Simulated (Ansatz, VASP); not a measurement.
**BaTiO3 in VASP and in Ansatz**

File POSCAR:

```
BaTiO3
1.0
    2.9008408154      1.6747983215      2.3786346810
   -2.9008408154      1.6747983215      2.3786346810
    0.0000000000     -3.3495966430      2.3786346810
Ba Ti O
1 1 3
Direct
    0.0000000000      0.0000000000      0.0000000000
    0.4845000000      0.4845000000      0.4845000000
    0.5086000000      0.5086000000      0.0175000000
    0.0175000000      0.5086000000      0.5086000000
    0.5086000000      0.0175000000      0.5086000000
```

INCAR.step1

```
ALGO = Normal ; EDIFF = 1E-5
ENCUT = 660 ; GGA = PE
GGA_COMPAT = False ; ISMEAR = 0
LASPH = True ; LCHARG = False
LREAL = False ; LWAVE = True
NBANDS = 28 ; NELM = 120
PREC = Accurate ; SIGMA = 0.01
```

The input INCAR.step2:

```
ALGO = Normal ; EDIFF = 1E-6
ENCUT = 660 ; GGA_COMPAT = False
ISIF = 2 ; ISMEAR = 0
ISTART = 1 ; LASPH = True
LCHARG = False ; LMIXTAU = True
LREAL = False ; LWAVE = False
METAGGA = R2SCAN ; NBANDS = 28
NELM = 120 ; PREC = Accurate
SIGMA = 0.01
```

The input KPOINTS:

```
k-points
0
Gamma
  6 6 6
```

Input for Ansatz:

```yaml
crystal:
  lattice:
    - [2.9008408154131757, 1.6747983215016637, 2.3786346810094723]
    - [-2.9008408154131757, 1.6747983215016637, 2.3786346810094723]
    - [0.0, -3.3495966430033275, 2.3786346810094723]
  atoms:
    - { symbol: Ba, position: [0.0, 0.0, 0.0] }
    - { symbol: Ti, position: [0.4845, 0.4845, 0.4845] }
    - { symbol: O, position: [0.5086, 0.5086, 0.0175] }
    - { symbol: O, position: [0.0175, 0.5086, 0.5086] }
    - { symbol: O, position: [0.5086, 0.0175, 0.5086] }
basis:
  ecutwfc: 600.0
kpoints:
  mp_grid:
    grid: [6, 6, 6]
hamiltonian:
  xc: r2scan
scf:
  occupations:
    method: fixed
output:
  stress: true
```

Alike in both runs: task single point; functional r2SCAN; k mesh 6 × 6 × 6; no spin polarisation.

|  | VASP | Ansatz |
| --- | --- | --- |
| version | VASP 6.6.1 | Ansatz 0.2.0 |
| potentials or method | VASP PAW PBE potentials, release 64 (Ba_sv, Ti_sv, O), cutoff 660 eV | plane waves, PAW |
| occupations | gaussian, width 0.01 eV | fixed |
| valence electrons in the cell | 40 | 40 |

|  | VASP | Ansatz | Ansatz less VASP |
| --- | --- | --- | --- |
| pressure (GPa) | -8.7 | -10.0 | -1.32 |
| traceless stress, the component that is largest in VASP (GPa) | 0.39 | 0.47 | +0.081 |

VASP's potentials were made for PBE, not for r2SCAN. Ansatz's warnings: structure snapped to symmetry.

Neither program's run includes spin-orbit coupling.
